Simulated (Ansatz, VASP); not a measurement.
# TaS2 in VASP and in Ansatz

The input INCAR:

```
  PREC = Accurate
  ENCUT = 400
  EDIFF = 1E-8
  ISMEAR = -1
  SIGMA = 0.03
  LREAL = False
  LASPH = True
  NELM = 120
  ALGO = Normal
  ISIF = 2
  LWAVE = False
  LCHARG = False
  GGA = CA
  LEFG = True
  NBANDS = 18
  GGA_COMPAT = False
```

Contents of KPOINTS:

```
Automatic mesh
0
Gamma
  9 9 5
```

POSCAR

```
TaS2
1.0
    3.3387980164      0.0000000000      0.0000000000
   -1.6693990082      2.8914839004      0.0000000000
    0.0000000000      0.0000000000      5.8404011914
Ta S
1 2
Direct
    0.0000000000      0.0000000000      0.0000000000
    0.3333333333      0.6666666667      0.2500000000
    0.6666666667      0.3333333333      0.7500000000
```

Input for Ansatz:

```yaml
crystal:
  lattice:
    - [3.3387980164, 0.0, 0.0]
    - [-1.6693990082, 2.8914839004, 0.0]
    - [0.0, 0.0, 5.8404011914]
  atoms:
    - { symbol: Ta, position: [0.0, 0.0, 0.0] }
    - { symbol: S, position: [0.3333333333, 0.6666666667, 0.25] }
    - { symbol: S, position: [0.6666666667, 0.3333333333, 0.75] }
kpoints:
  mp_grid: { grid: [9, 9, 5] }
scf:
  occupations: { method: fermi_dirac, width: 0.03 }
hamiltonian:
  xc: lda
  pseudopotentials: { kind: all_electron, datasets: crystal }
output:
  forces: true
  stress: true
  eigenvalues: true
  efg: { contact_densities: true }
```

Change from the starting cell: volume scaled by 0.99, crystal datasets.

Alike in both runs: task electric field gradients; functional LDA; k mesh 9 × 9 × 5; occupations fermi-dirac, width 0.03 eV; no spin polarisation.

```csv
,VASP,Ansatz
version,VASP 6.6.1,Ansatz 0.2.0
potentials or method,"VASP PAW LDA potentials, release 64 (Ta_pv, S), cutoff 400 eV","all-electron PAW with datasets made for the crystal, scalar-relativistic"
```

VASP gave:

```
pressure (GPa)                                                : 3.2
traceless stress, the component that is largest in VASP (GPa) : 3.45
rms of the force components (eV/Å)                            : 0.473
size of Vzz on the site where it differs most (V/Å²)          : 148.5
```

Estimate Ansatz's values.

pressure (GPa): 2.9; traceless stress, the component that is largest in VASP (GPa): 3.41; rms of the force components (eV/Å): 0.446; size of Vzz on the site where it differs most (V/Å²): 179.6.

LDA's correlation is that of Perdew and Zunger in VASP and of Perdew and Wang (1992) in Ansatz. Atom by atom the forces differ by 0.028 eV/Å (rms over components). Ansatz ran all-electron here, and VASP with PAW potentials.

Spin-orbit coupling is off throughout.
